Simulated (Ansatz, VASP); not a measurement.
**SrTiO3 in VASP and in Ansatz**

```
CELL_PARAMETERS angstrom
3.90685 0.00000 0.00000
0.00000 3.90685 0.00000
0.00000 0.00000 3.90685
ATOMIC_POSITIONS crystal
Sr 0.00000 0.00000 0.00000
Ti 0.50000 0.50000 0.50000
O 0.50000 0.00000 0.50000
O 0.50000 0.50000 0.00000
O 0.00000 0.50000 0.50000
```

Alike in both runs: task single point; functional PBE; k mesh 4 × 4 × 4; occupations gaussian, width 0.05 eV; no spin polarisation.

```csv
,VASP,Ansatz
version,VASP 6.6.1,Ansatz 0.2.0
potentials or method,"VASP PAW PBE potentials, release 64 (Sr_sv, Ti_sv, O)",plane waves
plane-wave cutoff (eV),520,420
valence electrons in the cell,40,40
```

```tsv
	VASP	Ansatz	Ansatz less VASP
gap on the k mesh at the Fermi level (eV)	1.83	1.87	+0.031
pressure (GPa)	4.7	4.1	-0.64
```
